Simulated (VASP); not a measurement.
Input of a VASP 6.6.1 run:

The input INCAR:

```
SYSTEM = CdS
ALGO     = Normal         ! electronic algorithm
EDIFF    = 1E-6           ! SCF threshold, eV
ENCUT    = 500            ! plane-wave cutoff, eV
GGA      = PS             ! functional
GGA_COMPAT= .False.      
ISIF     = 2              ! what is computed and relaxed
ISMEAR   = 0              ! smearing method
LASPH    = .True.         ! aspherical terms in the spheres
LCHARG   = .False.        ! write CHGCAR
LREAL    = .False.        ! projectors in reciprocal space
LWAVE    = .False.        ! write WAVECAR
NBANDS   = 16             ! bands
NELM     = 120            ! most SCF steps
PREC     = Accurate       ! precision mode
SIGMA    = 0.02           ! smearing width, eV
```

File KPOINTS:

```
k-points
0
Gamma
  9 9 9
  0 0 0
```

The input POSCAR:

```
CdS
1.0
    0.0509817019      2.9452591491      2.9452591491
    2.9452591491      0.0509817019      2.9452591491
    2.9452591491      2.9452591491      0.0509817019
Cd S
1 1
Direct
    0.0018416780      0.0018416780      0.0018416780
    0.2481583220      0.2481583220      0.2481583220
```

Potentials or basis: VASP PAW PBE potentials, release 64 (Cd, S).

Command:

```sh
$ cat potpaw_PBE.64/Cd/POTCAR potpaw_PBE.64/S/POTCAR > POTCAR
$ mpirun -np 1 vasp_std > vasp.out
```

**Question.** What does it give for the band gap on the k mesh?

**Answer.** 0.96 eV, direct.

**Question.** What does it give for the pressure?

**Answer.** -0.1 GPa.

**Question.** Estimate the largest force.

**Answer.** 0.004 eV/Å.

Stress tensor (GPa, compression positive):
```
-0.11 -0.48 -0.48
-0.48 -0.11 -0.48
-0.48 -0.48 -0.11
```

Caveat: the cell differs from its parent crystal (strained cell); the PAW data sets were made with another functional, which shifts forces and pressure a little.
